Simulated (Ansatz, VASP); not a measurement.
# One calculation of RuPb2, two programs

```
CELL_PARAMETERS angstrom
-1.65339 1.65339 6.58840
1.65339 -1.65339 6.58840
1.65339 1.65339 -6.58840
ATOMIC_POSITIONS crystal
Ru 0.00000 0.00000 0.00000
Pb 0.63166 0.63166 0.00000
Pb 0.36834 0.36834 0.00000
```

Alike in both runs: functional PBE; k mesh 6 × 6 × 6; occupations gaussian, width 0.1 eV; no spin polarisation.

Ansatz relaxed the structure, and its values are those at the end. VASP's run is a single point on that final structure, the one shown.

```csv
,VASP,Ansatz
version,VASP 6.6.1,Ansatz 0.2.0
potentials or method,"VASP PAW PBE potentials, release 64 (Ru_pv, Pb_d), cutoff 520 eV","scalar-relativistic, plane waves, PAW"
valence electrons in the cell,42,44
```

VASP gave:

- gap on the k mesh at the Fermi level (eV): none
- pressure (GPa): 0.2
- rms of the force components (eV/Å): 0.016

What did Ansatz give for the same quantities?

gap on the k mesh at the Fermi level (eV): none; pressure (GPa): 0.2; rms of the force components (eV/Å): 0.012.

A gap of «none» marks a metal or a gap that the smearing closes. The functional is the same, so the differences come from potentials, cutoffs and numerics. VASP's potentials hold 42 valence electrons a cell and Ansatz's 44, so a difference there can come from the potentials and not from the codes.

The k mesh is coarse, so the values compare programs but aren't converged. Spin-orbit coupling is off throughout.
